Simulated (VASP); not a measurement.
Wanted: the native input for a VASP 6.6.1 run.

```
Task                   : single point
Functional             : PBEsol
Potentials or basis    : VASP PAW PBE potentials, release 64 (Na_pv)
Cutoff                 : 500 eV
k mesh                 : 9 × 9 × 9
Occupations            : fermi-dirac, width 0.05 eV
Spin                   : no spin polarisation
Dipole correction      : no
Further INCAR settings : ALGO = Normal; EDIFF = 1e-06; NBANDS = 10
```

The structure of Na lies in POSCAR:

```
Na
1.0
   -2.1838200000      2.1838200000      2.1410000000
    2.1838200000     -2.1838200000      2.1410000000
    2.1838200000      2.1838200000     -2.1410000000
Na
1
Direct
    0.0000000000      0.0000000000      0.0000000000
```

One way to write it, as run:

INCAR

```
SYSTEM = Na
  PREC = Accurate
  ENCUT = 500
  EDIFF = 1E-6
  ISMEAR = -1
  SIGMA = 0.05
  LREAL = .False.
  LASPH = .True.
  NELM = 120
  ALGO = Normal
  ISIF = 2
  LWAVE = .False.
  LCHARG = .True.
  GGA = PS
  LELF = .True.
  LVHAR = .True.
  NBANDS = 10
  GGA_COMPAT = .False.
```

KPOINTS

```
Automatic mesh
0
Gamma
  9 9 9
  0 0 0
```

Potentials or basis: VASP PAW PBE potentials, release 64 (Na_pv).

Run with:

```sh
$ cat potpaw_PBE.64/Na_pv/POTCAR > POTCAR
$ mpirun -np 1 vasp_std > vasp.out
```

It gave:

| Property | Result |
| --- | --- |
| Pressure | -0.8 GPa |
| Band gap on the k mesh | zero (an odd number of electrons rules out a gap without spin polarisation) |

Caveat: the PAW data sets were made with another functional, which shifts forces and pressure a little.

Wall time 13 s on 1 thread of Intel(R) Xeon(R) Platinum 8259CL CPU @ 2.50GHz (Skylake/Cascade Lake), on a shared host, peak memory 0.16 GiB.
